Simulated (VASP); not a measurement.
# TiAl3 (I4/mmm) in VASP: notebook

TiAl3 is run at these levels: PBE; tasks: single point.

Program: VASP 6.6.1. These are calculated values, not measurements. Logs are shortened: lines on timing, memory, paths and dates and some standing lists are left out, and cuts for length are marked.

## Step 1: The cell of the first run

Symmetry: I4/mmm, No. 139, tetragonal system. The conventional cell has a = 3.807 Å, b = 3.807 Å, c = 8.658 Å, α = 90.00°, β = 90.00°, γ = 90.00°. Ti (site symmetry 4/mmm) has 12 Al at 2.69 to 2.88 Å within 3.5 Å. Within 3.5 Å of Al (site symmetry 4/mmm) lie 4 Ti at 2.69 Å and 8 Al at 2.88 Å. Al (site symmetry -4m2) has 8 Al at 2.69 to 2.88 Å and 4 Ti at 2.88 Å within 3.5 Å.

## Step 2: Single point, PBE (biaxial strain in the a-b plane: -1.0 %, then relaxed in part)

The input, INCAR:

```
PREC = Accurate
ENCUT = 520
EDIFF = 1E-6
ISMEAR = 0
SIGMA = 0.1
LREAL = F
LASPH = T
NELM = 60
ALGO = Fast
ISIF = 2
LWAVE = F
LCHARG = T
GGA = PE
LELF = T
LVHAR = T
NBANDS = 31
```

The input, KPOINTS:

```
Automatic mesh
0
Gamma
  10 10 4
```

The input, POSCAR:

```
TiAl3
1.0
    3.8068933901      0.0000000000      0.0000000000
    0.0000000000      3.8068933901      0.0000000000
    0.0000000000      0.0000000000      8.6578714556
Ti Al
2 6
Direct
    0.0000000000      0.0000000000      0.0000000000
    0.5000000000      0.5000000000      0.5000000000
    0.5000000000      0.5000000000      0.0000000000
    0.0000000000      0.5000000000      0.2500000000
    0.5000000000      0.0000000000      0.2500000000
    0.0000000000      0.0000000000      0.5000000000
    0.5000000000      0.0000000000      0.7500000000
    0.0000000000      0.5000000000      0.7500000000
```

Potentials or basis: VASP PAW PBE potentials, release 64 (Ti_sv, Al).

Started as:

```sh
$ cat potpaw_PBE.64/Ti_sv/POTCAR potpaw_PBE.64/Al/POTCAR > POTCAR
$ mpirun -np 1 vasp_std > vasp.out
```

OUTCAR:

```text
PREC = Accurate
   ENCUT = 520
   EDIFF = 1E-6
   ISMEAR = 0
   LREAL = F
   LASPH = T
   NELM = 60
   ISIF = 2
   GGA = PE

 ion  position               nearest neighbor table
   1  0.000  0.000  0.000-   3 2.69   3 2.69   3 2.69   3 2.69   8 2.88   4 2.88   4 2.88   8 2.88
                             5 2.88   5 2.88   7 2.88   7 2.88
   2  0.500  0.500  0.500-   6 2.69   6 2.69   6 2.69   6 2.69   8 2.88   5 2.88   5 2.88   7 2.88
                             4 2.88   4 2.88   8 2.88   7 2.88
   3  0.500  0.500  0.000-   1 2.69   1 2.69   1 2.69   1 2.69   8 2.88   4 2.88   5 2.88   7 2.88
                             5 2.88   4 2.88   8 2.88   7 2.88
   4  0.000  0.500  0.250-   5 2.69   5 2.69   5 2.69   5 2.69   6 2.88   1 2.88   2 2.88   6 2.88
                             2 2.88   3 2.88   3 2.88   1 2.88
   5  0.500  0.000  0.250-   4 2.69   4 2.69   4 2.69   4 2.69   6 2.88   2 2.88   3 2.88   2 2.88
                             1 2.88   3 2.88   6 2.88   1 2.88
   6  0.000  0.000  0.500-   2 2.69   2 2.69   2 2.69   2 2.69   8 2.88   4 2.88   4 2.88   8 2.88
                             5 2.88   5 2.88   7 2.88   7 2.88
   7  0.500  0.000  0.750-   8 2.69   8 2.69   8 2.69   8 2.69   1 2.88   2 2.88   3 2.88   2 2.88
                             1 2.88   6 2.88   3 2.88   6 2.88
   8  0.000  0.500  0.750-   7 2.69   7 2.69   7 2.69   7 2.69   1 2.88   1 2.88   6 2.88   2 2.88
                             2 2.88   3 2.88   3 2.88   6 2.88

  LATTYP: Found a simple tetragonal cell.
 ALAT       =     3.8068933901
 C/A-ratio  =     2.2742616008

  Lattice vectors:

 A1 = (   3.8068933901,   0.0000000000,   0.0000000000)
 A2 = (   0.0000000000,   3.8068933901,   0.0000000000)
 A3 = (   0.0000000000,   0.0000000000,   8.6578714556)

Analysis of symmetry for initial positions (statically):
=====================================================================
 Subroutine PRICEL returns following result:

  LATTYP: Found a body centered tetragonal cell.
 ALAT       =     3.8068933901
 C/A-ratio  =     2.2742616008

  Lattice vectors:

 A1 = (   1.9034466950,  -1.9034466951,  -4.3289357278)
 A2 = (  -1.9034466950,   1.9034466951,  -4.3289357278)
 A3 = (   1.9034466950,   1.9034466950,   4.3289357278)

   2 primitive cells build up your supercell.

 Routine SETGRP: Setting up the symmetry group for a
 simple tetragonal supercell.

 Subroutine GETGRP returns: Found 16 space group operations
 (whereof 16 operations were pure point group operations)
 out of a pool of 16 trial point group operations.

The static configuration has the point symmetry D_4h.

Analysis of symmetry for dynamics (positions and initial velocities):
=====================================================================
 Subroutine PRICEL returns following result:

  LATTYP: Found a body centered tetragonal cell.
 ALAT       =     3.8068933901
 C/A-ratio  =     2.2742616008

  Lattice vectors:

 A1 = (   1.9034466950,  -1.9034466951,  -4.3289357278)
 A2 = (  -1.9034466950,   1.9034466951,  -4.3289357278)
 A3 = (   1.9034466950,   1.9034466950,   4.3289357278)

   2 primitive cells build up your supercell.

 Routine SETGRP: Setting up the symmetry group for a
 simple tetragonal supercell.

 Subroutine GETGRP returns: Found 16 space group operations
 (whereof 16 operations were pure point group operations)
 out of a pool of 16 trial point group operations.

The dynamic configuration has the point symmetry D_4h.

 Subroutine INISYM returns: Found 16 space group operations
 (whereof 16 operations are pure point group operations),
 and found     2 'primitive' translations

----------------------------------------------------------------------------------------

                                     Primitive cell

  volume of cell :      62.7368

  direct lattice vectors                    reciprocal lattice vectors
     1.903446695 -1.903446695 -4.328935728     0.262681378  0.000000000 -0.115501830
    -1.903446695  1.903446695 -4.328935728     0.000000000  0.262681378 -0.115501830
     1.903446695  1.903446695  4.328935728     0.262681378  0.262681378  0.000000000

  length of vectors
     5.097637019  5.097637019  5.097637019     0.286953270  0.286953270  0.371487567

  position of ions in fractional coordinates (direct lattice)
     0.000000000  0.000000000  0.000000000
     0.500000000  0.500000000  0.000000000
     0.750000000  0.250000000  0.500000000
     0.250000000  0.750000000  0.500000000

  ion indices of the primitive-cell ions
   primitive index   ion index
                 1           1
                 2           6
                 3           4
                 4           5

----------------------------------------------------------------------------------------

 KPOINTS: Automatic mesh

Automatic generation of k-mesh.
 Grid dimensions read from file:
 generate k-points for:   10   10    4

 Generating k-lattice:

  Cartesian coordinates                     Fractional coordinates (reciprocal lattice)
     0.026268138  0.000000000  0.000000000     0.100000000  0.000000000  0.000000000
     0.000000000  0.026268138  0.000000000     0.000000000  0.100000000  0.000000000
     0.000000000  0.000000000  0.028875458     0.000000000  0.000000000  0.250000000

  Length of vectors
     0.026268138  0.026268138  0.028875458

  Shift w.r.t. Gamma in fractional coordinates (k-lattice)
     0.000000000  0.000000000  0.000000000

 Subroutine IBZKPT returns following result:
 ===========================================

 Found     63 irreducible k-points:

 Following reciprocal coordinates:
            Coordinates               Weight
  0.000000  0.000000  0.000000      1.000000
  0.100000  0.000000  0.000000      4.000000
  0.200000  0.000000  0.000000      4.000000
  0.300000  0.000000  0.000000      4.000000
  0.400000  0.000000  0.000000      4.000000
  0.500000  0.000000  0.000000      2.000000
[... 16 lines left out ...]
  0.100000  0.000000  0.250000      8.000000
  0.200000  0.000000  0.250000      8.000000
 [... further k-points ...]
   k-points           NKPTS =     63   k-points in BZ     NKDIM =     63   number of bands    NBANDS=     31
   number of dos      NEDOS =    301   number of ions     NIONS =      8
   total plane-waves  NPLWV =  50176
   dimension x,y,z NGX =    28 NGY =   28 NGZ =   64
   dimension x,y,z NGXF=    56 NGYF=   56 NGZF=  128
   ions per type =               2   6
   NGX,Y,Z   is equivalent  to a cutoff of  12.23, 12.23, 12.29 a.u.
   NGXF,Y,Z  is equivalent  to a cutoff of  24.46, 24.46, 24.58 a.u.
 SYSTEM =  unknown system
   PREC   = accura    normal or accurate (medium, high low for compatibility)
   ISTART =      0    job   : 0-new  1-cont  2-samecut
   ICHARG =      2    charge: 1-file 2-atom 10-const
   ISPIN  =      1    spin polarized calculation?
   LNONCOLLINEAR =      F non collinear calculations
   LSORBIT =      F    spin-orbit coupling
   LASPH  =      T    aspherical Exc in radial PAW
   ENCUT  =  520.0 eV  38.22 Ry    6.18 a.u.   7.08  7.08 16.10*2*pi/ulx,y,z
   NELM   =     60;   NELMIN=  2; NELMDL= -5     # of ELM steps
   EDIFF  = 0.1E-05   stopping-criterion for ELM
   LREAL  =      F    real-space projection
   EDIFFG = 0.1E-04   stopping-criterion for IOM
   NSW    =      0    number of steps for IOM
   IBRION =     -1    ionic relax: 0-MD 1-quasi-New 2-CG
   NFREE  =      0    steps in history (QN), initial steepest desc. (CG)
   ISIF   =      2    stress and relaxation
   ISYM   =      2    0-nonsym 1-usesym 2-fastsym
   POTIM  = 0.5000    time-step for ionic-motion
   TEBEG  =    0.0;   TEEND  =   0.0 temperature during run
   PSTRESS=    0.0 pullay stress
   NELECT =      42.0000    total number of electrons
   NUPDOWN=      -1.0000    fix difference up-down
   EMIN   =  10.00;   EMAX   =-10.00  energy-range for DOS
   EFERMI =   0.00;   METHOD = LEGACY
   ISMEAR =     0;   SIGMA  =   0.10  broadening in eV -4-tet -1-fermi 0-gaus
   EFERMI_NEDOS =   21; number of points for ismear=-14 and -15
   IALGO  =     68    algorithm
   IMIX   =      4    mixing-type and parameters
     AMIX     =   0.40;   BMIX     =  1.00
     AMIX_MAG =   1.60;   BMIX_MAG =  1.00
  volume/ion in A,a.u.               =      15.68       105.84
  Fermi-wavevector in a.u.,A,eV,Ry     =   1.136686  2.148025 17.579468  1.292054
  Thomas-Fermi vector in A             =   2.273391
   LORBIT       =      0    0 simple, 1 ext, 2 COOP (PROOUT), +10 PAW based schemes
   GGA     = PE    functional components
   LHFCALC =     F    Hartree Fock is set to
   AEXX    =    0.0000 exact exchange contribution
   IVDW    =     0    specifies the selected vdW correction
   LEPSILON=     F    determine dielectric tensor
   LRPA    =     F    only Hartree local field effects (RPA)
 non-spin polarized calculation
 RMM-DIIS sequential band-by-band and
 Gauss-broadening in eV      SIGMA  =   0.10
  energy-cutoff  :      520.00
  volume of cell :      125.47
 maximum number of plane-waves:      3408
   NGX = 15   NGY = 15   NGZ = 33

 number of electron      42.0000012 magnetization

 Free energy of the ion-electron system (eV)
  ---------------------------------------------------
  ext. energy  EPLUGINS =         0.00000000
  ---------------------------------------------------
  free energy    TOTEN  =       -41.31002155 eV

  energy without entropy =      -41.29362676  energy(sigma->0) =      -41.30182415

 E-fermi :   8.3316     XC(G=0): -10.7815

 val. band max:        8.3300948118   @ k =   0.2000   0.2000   0.0000
 cond. band min:       8.3339327709   @ k =   0.2000   0.2000   0.0000
 fundamental gap:      0.0038379591
 Fermi energy:         8.3315730239

 k-point     1 :       0.0000    0.0000    0.0000
  band No.  band energies     occupation
      1     -48.1233      2.00000
      2     -48.1232      2.00000
      3     -24.4377      2.00000
      4     -24.4377      2.00000
      5     -24.4375      2.00000
      6     -24.4375      2.00000
[... 23 lines left out ...]
     30      12.1024      0.00000
     31      12.1135      0.00000
[... 751 lines left out ...]
      1     -48.1228      2.00000
      2     -48.1227      2.00000
      3     -24.4477      2.00000
      4     -24.4476      2.00000
      5     -24.4369      2.00000
      6     -24.4368      2.00000
[... 23 lines left out ...]
     30      12.0744      0.00000
     31      12.5325      0.00000

 [... further k-points ...]

------------------------ aborting loop because EDIFF is reached ----------------------------------------

  FORCE on cell =-STRESS in cart. coord.  units (eV):
  Direction    XX          YY          ZZ          XY          YZ          ZX
  --------------------------------------------------------------------------------------
  -------------------------------------------------------------------------------------
  Total        2.1067646      2.1067646     -0.0172278      0.0000000      0.0000000      0.0000000
  in kB       26.9013474     26.9013474     -0.2199822      0.0000000      0.0000000      0.0000000
  external PRESSURE =      17.8609042 kB  Pullay stress =       0.0000000 kB

 VOLUME and BASIS-vectors are now :
 -----------------------------------------------------------------------------
  energy-cutoff  :      520.00
  volume of cell :      125.47
      direct lattice vectors                 reciprocal lattice vectors
     3.806893390  0.000000000  0.000000000     0.262681378  0.000000000  0.000000000
     0.000000000  3.806893390  0.000000000     0.000000000  0.262681378  0.000000000
     0.000000000  0.000000000  8.657871456     0.000000000  0.000000000  0.115501830

 POSITION                                       TOTAL-FORCE (eV/Angst)
 -----------------------------------------------------------------------------------
      0.00000      0.00000      0.00000         0.000000     -0.000000     -0.000000
      1.90345      1.90345      4.32894        -0.000000      0.000000     -0.000000
      1.90345      1.90345      0.00000         0.000000     -0.000000      0.000000
      0.00000      1.90345      2.16447         0.000000     -0.000000     -0.000000
      1.90345      0.00000      2.16447         0.000000     -0.000000      0.000000
      0.00000      0.00000      4.32894         0.000000     -0.000000      0.000000
      1.90345      0.00000      6.49340         0.000000     -0.000000     -0.000000
      0.00000      1.90345      6.49340         0.000000     -0.000000      0.000000
 -----------------------------------------------------------------------------------
    total drift:                                0.000000      0.000000      0.000000

  FREE ENERGIE OF THE ION-ELECTRON SYSTEM (eV)
  ---------------------------------------------------
  free  energy   TOTEN  =       -41.3100215465 eV

  energy  without entropy=      -41.2936267556  energy(sigma->0) =      -41.30182415
```

Run time: 17 min. Hardware: 1 thread of AMD EPYC 7R13, shared host; peak memory 0.32 GiB.

What came out:

```yaml
Free_energy: -41.3100 eV
Pressure: 1.8 GPa
Band_gap_on_the_k_mesh: zero (bands 21 and 22 overlap by 2.19 eV)
```

Caveat: the cell differs from its parent crystal (biaxial strain in the a-b plane: -1.0 %, then relaxed in part).

[end of part 1 of 2]
